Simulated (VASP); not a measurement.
Set up this calculation in VASP 6.6.1, as the native input.

| Property | Result |
| --- | --- |
| Task | single point |
| Functional | PBE |
| Potentials or basis | VASP PAW PBE potentials, release 64 (Pb_d) |
| Cutoff | 520 eV |
| k mesh | 10 × 10 × 10 |
| Occupations | gaussian, width 0.1 eV |
| Spin | no spin polarisation |
| Dipole correction | no |
| Further INCAR settings | ALGO = Normal; EDIFF = 1e-06; NBANDS = 28 |

The structure of Pb lies in POSCAR:

```
Pb
1.0
    4.7813565448      0.0000000000      0.0000000000
    0.0000000000      4.7813565448      0.0000000000
    0.0000000000      0.0000000000      4.7813565448
Pb
3
Direct
    0.5000000000      0.0000000000      0.0000000000
    0.0000000000      0.5000000000      0.0000000000
    0.0000000000      0.0000000000      0.5000000000
```

One way to write it, as run:

INCAR

```
SYSTEM = Pb
ALGO = Normal ; EDIFF = 1E-6
ENCUT = 520 ; GGA = PE
ISIF = 2 ; ISMEAR = 0
LASPH = .TRUE. ; LCHARG = .FALSE.
LREAL = .FALSE. ; LWAVE = .FALSE.
NBANDS = 28 ; NELM = 100
PREC = Accurate ; SIGMA = 0.1
```

KPOINTS

```
k-points
0
G
  10 10 10
  0 0 0
```

Potentials or basis: VASP PAW PBE potentials, release 64 (Pb_d).

Run with:

```sh
$ cat potpaw_PBE.64/Pb_d/POTCAR > POTCAR
$ mpirun -np 1 vasp_std > vasp.out
```

It gave:

```yaml
Pressure: -0.1 GPa
Band_gap_on_the_k_mesh: zero (band 21 reaches 6.12 eV, above the bottom of band 22 at 2.71 eV)
```

Caveat: spin-orbit coupling is left out, which moves the levels of the heavy elements.

It took 36 s on 1 thread of Intel(R) Xeon(R) 6975P-C (Granite Rapids), with other jobs on the host, peak memory 0.28 GiB.
